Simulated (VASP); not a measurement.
# ScGaSe (P4/mmm) in VASP: further runs, part 2 of 2

VASP 6.6.1. The steps go on from the part before.

### 6 Relaxation of cell and atoms, PBE

This run uses another cell than the first one, of 27.90 Å³/atom.

Contents of INCAR:

```
SYSTEM = ScGaSe
PREC     = Accurate       ! precision mode
ENCUT    = 600            ! plane-wave cutoff, eV
EDIFF    = 1E-6           ! SCF threshold, eV
ISMEAR   = 0              ! smearing method
SIGMA    = 0.1            ! smearing width, eV
LREAL    = .False.        ! projectors in reciprocal space
LASPH    = .True.         ! aspherical terms in the spheres
NELM     = 100            ! most SCF steps
ALGO     = Normal         ! electronic algorithm
ISIF     = 3              ! what is computed and relaxed
LWAVE    = .False.        ! write WAVECAR
LCHARG   = .False.        ! write CHGCAR
GGA      = PE             ! functional
IBRION   = 2              ! ionic algorithm
NSW      = 100            ! ionic steps
EDIFFG   = -0.01          ! ionic threshold
```

Contents of KPOINTS:

```
regular mesh
0
Gamma
  12 12 10
  0 0 0
```

Contents of POSCAR:

```
ScGaSe
1.0
    4.0917753029      0.0000000000      0.0000000000
    0.0000000000      4.0917753029      0.0000000000
    0.0000000000      0.0000000000      4.9995385204
Sc Ga Se
1 1 1
Direct
    0.5000000000      0.5000000000      0.0000000000
    0.0000000000      0.0000000000      0.0000000000
    0.5000000000      0.5000000000      0.5000000000
```

Potentials or basis: VASP PAW PBE potentials, release 64 (Sc_sv, Ga_d, Se).

Run with:

```
cat potpaw_PBE.64/Sc_sv/POTCAR potpaw_PBE.64/Ga_d/POTCAR potpaw_PBE.64/Se/POTCAR > POTCAR
mpirun -np 1 vasp_std > vasp.out
```

OUTCAR:

```text
SYSTEM = ScGaSe
   PREC = Accurate
   ENCUT = 600
   EDIFF = 1E-6
   ISMEAR = 0
   LREAL = .False.
   LASPH = .True.
   NELM = 100
   ISIF = 3
   GGA = PE
   IBRION = 2
   NSW = 100
   EDIFFG = -0.01

 ion  position               nearest neighbor table
   1  0.500  0.500  0.000-   3 2.50   3 2.50   2 2.89   2 2.89   2 2.89   2 2.89
   2  0.000  0.000  0.000-   1 2.89   1 2.89   1 2.89   1 2.89
   3  0.500  0.500  0.500-   1 2.50   1 2.50

  LATTYP: Found a simple tetragonal cell.
 ALAT       =     4.0917753029
 C/A-ratio  =     1.2218507006

  Lattice vectors:

 A1 = (   4.0917753029,   0.0000000000,   0.0000000000)
 A2 = (   0.0000000000,   4.0917753029,   0.0000000000)
 A3 = (   0.0000000000,   0.0000000000,   4.9995385204)

Analysis of symmetry for initial positions (statically):
=====================================================================
[... 369 lines left out ...]
  energy without entropy =      -13.79580496  energy(sigma->0) =      -13.80096652

 E-fermi :   2.1356     XC(G=0):  -8.8685

 val. band max:        2.1293590573   @ k =   0.2500   0.0833   0.0000
 cond. band min:       2.1358052908   @ k =   0.4167   0.1667   0.3000
 fundamental gap:      0.0064462336
 Fermi energy:         2.1356332942

 k-point     1 :       0.0000    0.0000    0.0000
  band No.  band energies     occupation
      1     -47.3886      2.00000
      2     -26.0792      2.00000
      3     -26.0792      2.00000
      4     -25.9534      2.00000
      5     -12.6940      2.00000
      6     -12.6483      2.00000
[... 505 lines left out ...]
      6     -12.6528      2.00000
[... 11 lines left out ...]
     18       3.4644      0.00000
     19       4.8018      0.00000

 [... further k-points ...]

------------------------ aborting loop because EDIFF is reached ----------------------------------------

  FORCE on cell =-STRESS in cart. coord.  units (eV):
  Direction    XX          YY          ZZ          XY          YZ          ZX
  --------------------------------------------------------------------------------------
  -------------------------------------------------------------------------------------
  Total        0.0007809      0.0007809      0.0106687      0.0000000     -0.0000000      0.0000000
  in kB        0.0148039      0.0148039      0.2022505      0.0000000     -0.0000000      0.0000000
  external PRESSURE =       0.0772861 kB  Pullay stress =       0.0000000 kB
[... 18 lines left out ...]
  FREE ENERGIE OF THE ION-ELECTRON SYSTEM (eV)
  ---------------------------------------------------
  free  energy   TOTEN  =       -13.8061280859 eV

  energy  without entropy=      -13.7958049617  energy(sigma->0) =      -13.80096652

 reached required accuracy - stopping structural energy minimisation
```

It took 16 min on 1 thread of AMD EPYC 7R13 (Zen 3), shared host; peak memory 0.51 GiB.

Results:

* Free energy: -13.8061 eV
* Relaxed volume: 28.17 Å³/atom
* Relaxed cell: a = 4.110 Å, b = 4.110 Å, c = 5.004 Å, α = 90.00°, β = 90.00°, γ = 90.00°
* Space group after relaxing (to 0.1 Å): P4/mmm (No. 123)
* Energy gained by relaxing: 0.3 meV/atom
* Ionic steps: 6
* Pressure after relaxing: 0.0 GPa
* Band gap on the k mesh: zero (bands 15 and 16 overlap by 1.71 eV)

The path:
| step | energy change (eV) | largest force (eV/Å) | pressure (GPa) | volume (Å³) |
| --- | --- | --- | --- | --- |
| 1 | 0.0000 | 0.0000 | 0.32 | 83.71 |
| 2 | -0.0008 | 0.0000 | 0.01 | 84.38 |
| 3 | -0.0008 | 0.0000 | -0.06 | 84.49 |
| 4 | -0.0008 | 0.0000 | -0.05 | 84.45 |
| 5 | -0.0008 | 0.0000 | 0.01 | 84.56 |
| 6 | -0.0009 | 0.0000 | 0.01 | 84.51 |

Final structure:
```cif
data_structure
_symmetry_space_group_name_H-M 'P 1'
_symmetry_Int_Tables_number 1
_cell_length_a 4.1096
_cell_length_b 4.1096
_cell_length_c 5.0042
_cell_angle_alpha 90.000
_cell_angle_beta 90.000
_cell_angle_gamma 90.000
_cell_volume 84.51
loop_
_atom_site_label
_atom_site_type_symbol
_atom_site_fract_x
_atom_site_fract_y
_atom_site_fract_z
_atom_site_occupancy
Sc1 Sc 0.50000 0.50000 0.00000 1
Ga1 Ga 0.00000 0.00000 0.00000 1
Se1 Se 0.50000 0.50000 0.50000 1
```

Levels at points of the mesh, in eV from the Fermi level:
| k point | band 12 | band 13 | band 14 | band 15 | band 16 | band 17 | band 18 | band 19 |
| --- | --- | --- | --- | --- | --- | --- | --- | --- |
| (0.00, 0.00, 0.00) | -2.43 | -0.85 | -0.85 | 0.59 | 1.85 | 1.85 | 1.92 | 3.06 |
| (0.50, 0.00, 0.00) | -1.92 | -1.84 | -1.32 | -0.45 | 0.07 | 0.18 | 1.94 | 2.46 |
| (0.50, 0.50, 0.00) | -2.67 | -2.67 | -1.55 | 1.11 | 1.11 | 1.17 | 1.17 | 2.53 |
| (0.00, 0.00, 0.50) | -3.11 | -1.22 | -1.22 | 0.70 | 0.89 | 1.94 | 2.40 | 2.40 |
| (0.50, 0.00, 0.50) | -3.99 | -3.14 | -1.40 | -1.03 | 0.14 | 2.51 | 2.87 | 3.48 |
| (0.50, 0.50, 0.50) | -3.45 | -2.47 | -2.47 | -0.59 | -0.59 | 1.54 | 2.64 | 2.86 |

### 7 The runs side by side

| task | cell | k mesh | cutoff (eV) | gap on the mesh (eV) | pressure (GPa) | relaxed volume (Å³/atom) |
| --- | --- | --- | --- | --- | --- | --- |
| single point | a = 3.394, b = 3.394, c = 7.006 Å, 3 atoms | 6 × 6 × 4 | 520 | none | 10.1 | - |
| single point | a = 4.092, b = 4.092, c = 5.000 Å, 3 atoms | 6 × 6 × 4 | 520 | none | 0.3 | - |
| relaxation of cell and atoms | relaxed from a = 3.394, b = 3.394, c = 7.006 Å, 3 atoms | 6 × 6 × 4 | 600 | none | -0.1 | 28.18 |
| single point | a = 4.106, b = 4.106, c = 4.998 Å, 3 atoms | 12 × 12 × 10 | 520 | none | 0.1 | - |
| relaxation of cell and atoms | relaxed from a = 4.092, b = 4.092, c = 5.000 Å, 3 atoms | 12 × 12 × 10 | 600 | none | 0.0 | 28.17 |

Alike in all rows: level PBE; potentials or basis VASP PAW PBE potentials, release 64 (Sc_sv, Ga_d, Se); no spin polarisation; smearing gaussian 0.1 eV.

Caveats: the stress differs along the axes, from -11 to 21 GPa (at least some runs); a cell axis changed by over 15 % at a fixed basis, so the end point is rough (at least some runs).

Total energies depend on the potentials used, so only differences within one code and one set of settings carry meaning.

The gap in the log of VASP goes by the Fermi energy; the results here count the filled bands.